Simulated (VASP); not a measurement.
Here is a VASP 6.6.1 calculation.

Contents of INCAR:

```
ALGO     = Normal         # electronic algorithm
EDIFF    = 1E-6           # SCF threshold, eV
ENCUT    = 520            # plane-wave cutoff, eV
GGA      = PS             # functional
ISIF     = 2              # what is computed and relaxed
ISMEAR   = 0              # smearing method
LASPH    = True           # aspherical terms in the spheres
LCHARG   = False          # write CHGCAR
LREAL    = False          # projectors in reciprocal space
LWAVE    = False          # write WAVECAR
NBANDS   = 16             # bands
NELM     = 80             # most SCF steps
PREC     = Accurate       # precision mode
SIGMA    = 0.05           # smearing width, eV
```

Contents of KPOINTS:

```
k-points
0
Gamma
  9 9 6
```

The input POSCAR:

```
AlN
1.0
    3.3969047575      0.0000000000      0.0000000000
   -1.6984523788      2.9418058142      0.0000000000
    0.0000000000      0.0000000000      4.1921201613
Al N
2 2
Direct
    0.3333333333      0.6666666667      0.7500000000
    0.6666666667      0.3333333333      0.2500000000
    0.3333333333      0.6666666667      0.2500000000
    0.6666666667      0.3333333333      0.7500000000
```

Potentials or basis: VASP PAW PBE potentials, release 64 (Al, N).

Launch:

```bash
$ cat potpaw_PBE.64/Al/POTCAR potpaw_PBE.64/N/POTCAR > POTCAR
$ mpirun -np 1 vasp_std > vasp.out
```

Q: Estimate the band gap on the k mesh.

A: 2.88 eV, direct.

Q: Estimate the pressure.

A: -13.3 GPa.

Stress tensor (GPa, compression positive):
```
-14.74   0.00   0.00
  0.00 -14.74   0.00
  0.00   0.00 -10.54
```

Caveat: the PAW data sets were made with another functional, which shifts forces and pressure a little.
